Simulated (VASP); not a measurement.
# W: single point with PBE

Crystal: W.

```
CELL_PARAMETERS angstrom
-1.58658 1.58658 1.58658
1.58658 -1.58658 1.58658
1.58658 1.58658 -1.58658
ATOMIC_POSITIONS crystal
W 0.00000 0.00000 0.00000
```

This cell differs from its parent crystal: volume scaled by 0.98.

```json
{
 "Program": "VASP 6.6.1",
 "Task": "single point",
 "Functional": "PBE",
 "Potentials or basis": "VASP PAW PBE potentials, release 64 (W_sv)",
 "Cutoff": "520 eV",
 "k mesh": "14 × 14 × 14",
 "Occupations": "fermi-dirac, width 0.08 eV",
 "Spin": "no spin polarisation",
 "Dipole correction": "no",
 "Further INCAR settings": "ALGO = Normal; EDIFF = 1e-06; NBANDS = 13"
}
```

The pressure is 3.9 GPa and the band gap on the k mesh is zero (band 7 reaches 16.44 eV, above the bottom of band 8 at 10.11 eV).

Levels at points of the mesh, in eV from the Fermi level:
| k point | band 4 | band 5 | band 6 | band 7 | band 8 | band 9 | band 10 | band 11 |
| --- | --- | --- | --- | --- | --- | --- | --- | --- |
| (0.00, 0.00, 0.00) | -37.85 | -9.67 | -1.29 | -1.29 | -1.29 | 2.17 | 2.17 | 14.43 |
| (0.50, 0.00, 0.00) | -37.85 | -6.30 | -3.61 | 0.58 | 2.06 | 3.03 | 6.00 | 10.88 |
| (0.50, 0.50, 0.50) | -38.73 | -5.85 | -5.85 | 5.03 | 5.03 | 5.03 | 8.11 | 8.11 |

Run time: 6.3 s on 1 thread of Intel(R) Xeon(R) 6975P-C (Granite Rapids), on a shared host, peak memory 0.13 GiB.

Caveat: spin-orbit coupling is left out, which moves the levels of the heavy elements.
